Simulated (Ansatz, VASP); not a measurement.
AgCl in VASP and in Ansatz

```
Ag Cl
1.0
     0.00000    2.77315    2.99500
     2.77315    0.00000    2.99500
     2.77315    2.77315    0.00000
Ag Cl
1 1
Direct
  0.50000 0.50000 0.50000
  0.00000 0.00000 0.00000
```

Change from the starting cell: strain +0.000 along x and y, +0.080 along z, atoms carried along.

Alike in both runs: task single point; functional r2SCAN; k mesh 8 × 8 × 8; occupations gaussian, width 0.05 eV; no spin polarisation.

```csv
,VASP,Ansatz
version,VASP 6.6.1,Ansatz 0.2.0
potentials or method,"VASP PAW PBE potentials, release 64 (Ag, Cl), cutoff 550 eV","scalar-relativistic, plane waves, PAW"
valence electrons in the cell,18,26
```

|  | VASP | Ansatz | Ansatz less VASP |
| --- | --- | --- | --- |
| gap on the k mesh at the Fermi level (eV) | 1.23 | 1.28 | +0.051 |
| least direct gap on the mesh (eV) | 3.47 | 3.50 | +0.027 |
| pressure (GPa) | -2.9 | -2.8 | +0.08 |
| traceless stress, the component that is largest in VASP (GPa) | -0.53 | -0.55 | -0.025 |

VASP's potentials were made for PBE, not for r2SCAN. With one functional, cell and mesh, what is left measures potentials, basis and numerics. VASP's potentials hold 18 valence electrons a cell and Ansatz's 26, so a difference there can come from the potentials and not from the codes.
